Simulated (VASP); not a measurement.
# K (Im-3m) in VASP: notebook

Runs on K. Level: PBE. Tasks: electric field gradients.

All numbers are computed with VASP 6.6.1; they aren't measurements. Logs are shortened: lines on timing, memory, paths and dates and some standing lists are left out, and cuts for length are marked.

## 1. The cell of the first run

It takes space group Im-3m (No. 229, cubic). Conventional cell: a = 5.236 Å, b = 5.236 Å, c = 5.236 Å, α = 90.00°, β = 90.00°, γ = 90.00°.

## 2. Electric field gradients, PBE

Input file INCAR:

```
  ALGO = Normal
  EDIFF = 1E-8
  ENCUT = 520
  GGA = PE
  ISIF = 2
  ISMEAR = -1
  LASPH = T
  LCHARG = F
  LEFG = T
  LREAL = F
  LWAVE = F
  NBANDS = 10
  NELM = 60
  PREC = Accurate
  SIGMA = 0.08
```

Input file KPOINTS:

```
k-points
0
Gamma
  10 10 10
```

Input file POSCAR:

```
K
1.0
   -2.6180000000      2.6180000000      2.6180000000
    2.6180000000     -2.6180000000      2.6180000000
    2.6180000000      2.6180000000     -2.6180000000
K
1
Direct
    0.0000000000      0.0000000000      0.0000000000
```

Potentials or basis: VASP PAW PBE potentials, release 64 (K_sv).

Launch:

```sh
cat potpaw_PBE.64/K_sv/POTCAR > POTCAR
mpirun -np 1 vasp_std > vasp.out
```

OUTCAR:

```text
EDIFF = 1E-8
   ENCUT = 520
   GGA = PE
   ISIF = 2
   ISMEAR = -1
   LASPH = T
   LREAL = F
   NELM = 60
   PREC = Accurate

 ion  position               nearest neighbor table
   1  0.000  0.000  0.000-

  LATTYP: Found a body centered cubic cell.
 ALAT       =     5.2360000000

  Lattice vectors:

 A1 = (  -2.6180000000,   2.6180000000,   2.6180000000)
 A2 = (   2.6180000000,  -2.6180000000,   2.6180000000)
 A3 = (   2.6180000000,   2.6180000000,  -2.6180000000)

Analysis of symmetry for initial positions (statically):
=====================================================================
 Subroutine PRICEL returns:
 Original cell was already a primitive cell.

 Routine SETGRP: Setting up the symmetry group for a
 body centered cubic supercell.

 Subroutine GETGRP returns: Found 48 space group operations
 (whereof 48 operations were pure point group operations)
 out of a pool of 48 trial point group operations.

The static configuration has the point symmetry O_h .

Analysis of symmetry for dynamics (positions and initial velocities):
=====================================================================
 Subroutine PRICEL returns:
 Original cell was already a primitive cell.

 Routine SETGRP: Setting up the symmetry group for a
 body centered cubic supercell.

 Subroutine GETGRP returns: Found 48 space group operations
 (whereof 48 operations were pure point group operations)
 out of a pool of 48 trial point group operations.

The dynamic configuration has the point symmetry O_h .

 Subroutine INISYM returns: Found 48 space group operations
 (whereof 48 operations are pure point group operations),
 and found     1 'primitive' translations

----------------------------------------------------------------------------------------

                                     Primitive cell

  volume of cell :      71.7743

  direct lattice vectors                    reciprocal lattice vectors
    -2.618000000  2.618000000  2.618000000     0.000000000  0.190985485  0.190985485
     2.618000000 -2.618000000  2.618000000     0.190985485  0.000000000  0.190985485
[... 123 lines left out ...]
 Free energy of the ion-electron system (eV)
  ---------------------------------------------------
  ext. energy  EPLUGINS =         0.00000000
  ---------------------------------------------------
  free energy    TOTEN  =        -1.05338392 eV

  energy without entropy =       -1.03526966  energy(sigma->0) =       -1.04432679

 E-fermi :  -0.0657     XC(G=0):  -5.7104

 val. band max:       -0.0742433173   @ k =   0.3000   0.2000  -0.0000
 cond. band min:       0.0210129011   @ k =  -0.4000   0.4000   0.2000
 fundamental gap:      0.0952562184
 Fermi energy:        -0.0656514173

 k-point     1 :       0.0000    0.0000    0.0000
  band No.  band energies     occupation
      1     -32.1828      2.00000
      2     -15.6307      2.00000
      3     -15.6307      2.00000
      4     -15.6307      2.00000
      5      -2.2567      2.00000
      6       4.2530      0.00000
      7       4.2530      0.00000
      8       4.2530      0.00000
      9       5.1773      0.00000
     10       5.1773      0.00000
[... 287 lines left out ...]
 k-point    24 :      -0.3000    0.3000    0.1000
  band No.  band energies     occupation
      1     -32.1794      2.00000
      2     -15.6781      2.00000
      3     -15.6495      2.00000
      4     -15.6362      2.00000
      5      -1.0508      1.99999
      6       2.4708      0.00000
      7       3.4265      0.00000
      8       4.3294      0.00000
      9       5.1475      0.00000
     10       5.5634      0.00000

 [... further k-points ...]

------------------------ aborting loop because EDIFF is reached ----------------------------------------

  FORCE on cell =-STRESS in cart. coord.  units (eV):
  Direction    XX          YY          ZZ          XY          YZ          ZX
  --------------------------------------------------------------------------------------
  -------------------------------------------------------------------------------------
  Total        0.0455725      0.0455725      0.0455725     -0.0000000      0.0000000     -0.0000000
  in kB        1.0172897      1.0172897      1.0172897     -0.0000000      0.0000000     -0.0000000
  external PRESSURE =       1.0172897 kB  Pullay stress =       0.0000000 kB

 VOLUME and BASIS-vectors are now :
 -----------------------------------------------------------------------------
  energy-cutoff  :      520.00
  volume of cell :       71.77
      direct lattice vectors                 reciprocal lattice vectors
    -2.618000000  2.618000000  2.618000000     0.000000000  0.190985485  0.190985485
     2.618000000 -2.618000000  2.618000000     0.190985485  0.000000000  0.190985485
     2.618000000  2.618000000 -2.618000000     0.190985485  0.190985485  0.000000000

 POSITION                                       TOTAL-FORCE (eV/Angst)
 -----------------------------------------------------------------------------------
      0.00000      0.00000      0.00000         0.000000      0.000000     -0.000000
 -----------------------------------------------------------------------------------
    total drift:                               -0.000000      0.000000      0.000000

  FREE ENERGIE OF THE ION-ELECTRON SYSTEM (eV)
  ---------------------------------------------------
  free  energy   TOTEN  =        -1.0533839219 eV

  energy  without entropy=       -1.0352696581  energy(sigma->0) =       -1.04432679

 Electric field gradients (V/A^2)
---------------------------------------------------------------------
 ion       V_xx      V_yy      V_zz      V_xy      V_xz      V_yz
---------------------------------------------------------------------
   1       0.000    -0.000    -0.000     0.000     0.000     0.000
---------------------------------------------------------------------

 Electric field gradients after diagonalization (V/A^2)
 (convention: |V_zz| > |V_xx| > |V_yy|)
----------------------------------------------------------------------
 ion       V_xx      V_yy      V_zz     asymmetry (V_yy - V_xx)/ V_zz
----------------------------------------------------------------------
   1      -0.000    -0.000     0.001       0.000
----------------------------------------------------------------------

           NMR quadrupolar parameters

 Cq : quadrupolar parameter    Cq=e*Q*V_zz/h
 eta: asymmetry parameters     (V_yy - V_xx)/ V_zz
 Q  : nuclear electric quadrupole moment in mb (millibarn)
----------------------------------------------------------------------
 ion       Cq(MHz)       eta       Q (mb)
----------------------------------------------------------------------
   1       0.000       0.000       1.000
----------------------------------------------------------------------
```

Run time: 25 s. Hardware: 1 thread of Intel Xeon Platinum 8124M at 3.00GHz (Skylake/Cascade Lake), shared host; peak memory 0.21 GiB.

What came out:

```yaml
Free_energy: -1.0534 eV
Pressure: 0.1 GPa
Band_gap_on_the_k_mesh: zero (an odd number of electrons rules out a gap without spin polarisation)
Largest_electric_field_gradient_by_atom: zero within the noise of the run
```

## 3. Electric field gradients, PBE

Input file INCAR:

```
SYSTEM = K
ALGO = Normal
EDIFF = 1E-8
ENCUT = 520
GGA = PE
ISIF = 2
ISMEAR = -1
LASPH = .True.
LCHARG = .False.
LEFG = .True.
LREAL = .False.
LWAVE = .False.
NBANDS = 10
NELM = 60
PREC = Accurate
SIGMA = 0.08
```

Input file KPOINTS:

```
k-points
0
Gamma
  10 10 10
  0 0 0
```

POSCAR is that of step 2.

Potentials or basis: VASP PAW PBE potentials, release 64 (K_sv).

Launch:

```sh
cat potpaw_PBE.64/K_sv/POTCAR > POTCAR
mpirun -np 1 vasp_std > vasp.out
```

OUTCAR:

```text
SYSTEM = K
   EDIFF = 1E-8
   ENCUT = 520
   GGA = PE
   ISIF = 2
   ISMEAR = -1
   LASPH = .True.
   LREAL = .False.
   NELM = 60
   PREC = Accurate

 ion  position               nearest neighbor table
   1  0.000  0.000  0.000-

  LATTYP: Found a body centered cubic cell.
 ALAT       =     5.2360000000

  Lattice vectors:

 A1 = (  -2.6180000000,   2.6180000000,   2.6180000000)
 A2 = (   2.6180000000,  -2.6180000000,   2.6180000000)
 A3 = (   2.6180000000,   2.6180000000,  -2.6180000000)

Analysis of symmetry for initial positions (statically):
=====================================================================
 Subroutine PRICEL returns:
 Original cell was already a primitive cell.

 Routine SETGRP: Setting up the symmetry group for a
 body centered cubic supercell.

 Subroutine GETGRP returns: Found 48 space group operations
 (whereof 48 operations were pure point group operations)
 out of a pool of 48 trial point group operations.

The static configuration has the point symmetry O_h .

Analysis of symmetry for dynamics (positions and initial velocities):
=====================================================================
 Subroutine PRICEL returns:
 Original cell was already a primitive cell.

 Routine SETGRP: Setting up the symmetry group for a
 body centered cubic supercell.

 Subroutine GETGRP returns: Found 48 space group operations
 (whereof 48 operations were pure point group operations)
 out of a pool of 48 trial point group operations.

The dynamic configuration has the point symmetry O_h .

[... 157 lines left out ...]
      5      -2.2567      2.00000
      6       4.2530      0.00000
      7       4.2530      0.00000
      8       4.2530      0.00000
      9       5.1773      0.00000
     10       5.1773      0.00000
[... 287 lines left out ...]
 k-point    24 :      -0.3000    0.3000    0.1000
  band No.  band energies     occupation
      1     -32.1794      2.00000
      2     -15.6781      2.00000
      3     -15.6495      2.00000
      4     -15.6362      2.00000
      5      -1.0508      1.99999
      6       2.4708      0.00000
      7       3.4265      0.00000
      8       4.3294      0.00000
      9       5.1475      0.00000
     10       5.5634      0.00000

 [... further k-points ...]

------------------------ aborting loop because EDIFF is reached ----------------------------------------

  FORCE on cell =-STRESS in cart. coord.  units (eV):
  Direction    XX          YY          ZZ          XY          YZ          ZX
  --------------------------------------------------------------------------------------
  -------------------------------------------------------------------------------------
  Total        0.0455725      0.0455725      0.0455725     -0.0000000      0.0000000     -0.0000000
  in kB        1.0172897      1.0172897      1.0172897     -0.0000000      0.0000000     -0.0000000
  external PRESSURE =       1.0172897 kB  Pullay stress =       0.0000000 kB

 VOLUME and BASIS-vectors are now :
 -----------------------------------------------------------------------------
  energy-cutoff  :      520.00
  volume of cell :       71.77
      direct lattice vectors                 reciprocal lattice vectors
    -2.618000000  2.618000000  2.618000000     0.000000000  0.190985485  0.190985485
     2.618000000 -2.618000000  2.618000000     0.190985485  0.000000000  0.190985485
     2.618000000  2.618000000 -2.618000000     0.190985485  0.190985485  0.000000000

 POSITION                                       TOTAL-FORCE (eV/Angst)
 -----------------------------------------------------------------------------------
      0.00000      0.00000      0.00000         0.000000      0.000000     -0.000000
 -----------------------------------------------------------------------------------
    total drift:                               -0.000000      0.000000      0.000000

  FREE ENERGIE OF THE ION-ELECTRON SYSTEM (eV)
  ---------------------------------------------------
  free  energy   TOTEN  =        -1.0533839219 eV

  energy  without entropy=       -1.0352696581  energy(sigma->0) =       -1.04432679

 Electric field gradients (V/A^2)
---------------------------------------------------------------------
 ion       V_xx      V_yy      V_zz      V_xy      V_xz      V_yz
---------------------------------------------------------------------
   1       0.000    -0.000    -0.000     0.000     0.000     0.000
---------------------------------------------------------------------

 Electric field gradients after diagonalization (V/A^2)
 (convention: |V_zz| > |V_xx| > |V_yy|)
----------------------------------------------------------------------
 ion       V_xx      V_yy      V_zz     asymmetry (V_yy - V_xx)/ V_zz
----------------------------------------------------------------------
   1      -0.000    -0.000     0.001       0.000
----------------------------------------------------------------------

           NMR quadrupolar parameters

 Cq : quadrupolar parameter    Cq=e*Q*V_zz/h
 eta: asymmetry parameters     (V_yy - V_xx)/ V_zz
 Q  : nuclear electric quadrupole moment in mb (millibarn)
----------------------------------------------------------------------
 ion       Cq(MHz)       eta       Q (mb)
----------------------------------------------------------------------
   1       0.000       0.000       1.000
----------------------------------------------------------------------
```

stdout:

```text
POSCAR found type information on POSCAR K
 POSCAR found :  1 types and       1 ions
 scaLAPACK will be used
 LDA part: xc-table for (Slater+PW92), standard interpolation
 POSCAR, INCAR and KPOINTS ok, starting setup
 FFT: planning ... GRIDC
 FFT: planning ... GRID_SOFT
 FFT: planning ... GRID
 WAVECAR not read
 entering main loop
ion   1
```

Wall time 24 s (1 thread of Intel Xeon Platinum 8124M at 3.00GHz (Skylake/Cascade Lake), shared host); peak memory 0.21 GiB.

Results:

```yaml
Free_energy: -1.0534 eV
Pressure: 0.1 GPa
Band_gap_on_the_k_mesh: zero (an odd number of electrons rules out a gap without spin polarisation)
Largest_electric_field_gradient_by_atom: zero within the noise of the run
```

Levels at points of the mesh, in eV from the Fermi level:
```
           k point  band 2  band 3  band 4  band 5  band 6  band 7  band 8  band 9
(0.00, 0.00, 0.00)  -15.57  -15.57  -15.57   -2.19    4.32    4.32    4.32    5.24
(0.50, 0.00, 0.00)  -15.64  -15.59  -15.56    0.45    0.70    3.17    4.92    5.78
(0.50, 0.50, 0.50)  -15.62  -15.62  -15.62    1.66    1.66    3.54    3.54    3.54
```
